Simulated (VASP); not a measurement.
## TePb: single point with r2SCAN

TePb:

```
Pb Te
1.0
     0.00000    3.64149    3.64149
     3.64149    0.00000    3.64149
     3.64149    3.64149    0.00000
Pb Te
1 1
Direct
  0.00000 0.00000 0.00000
  0.25000 0.25000 0.25000
```

```yaml
Program: VASP 6.6.1
Task: single point
Functional: r2SCAN
Potentials_or_basis: VASP PAW PBE potentials, release 64 (Pb_d, Te)
Cutoff: 550 eV
k_mesh: 4 × 4 × 4
Occupations: gaussian, width 0.01 eV
Spin: no spin polarisation
```

The pressure is -0.1 GPa and the band gap on the k mesh is 0.75 eV, indirect (least direct gap 1.37 eV).

Levels at points of the mesh, in eV from the valence-band top:
```
           k point  band 8  band 9  band 10  band 11  band 12  band 13
(0.00, 0.00, 0.00)   -1.56   -1.56    -1.56     1.71     1.71     1.71
(0.50, 0.00, 0.00)   -2.13   -2.13    -1.97     2.55     2.55     4.00
(0.50, 0.50, 0.00)   -2.82   -2.82    -0.62     0.75     4.72     4.72
```

Wall time 39 s on 1 thread of Intel(R) Xeon(R) Platinum 8488C (Sapphire Rapids) (shared host), peak memory 0.26 GiB.

Caveat: the PAW data sets were made with another functional, which shifts forces and pressure a little; spin-orbit coupling is left out, which moves the levels of the heavy elements. A k mesh can miss the band edges.
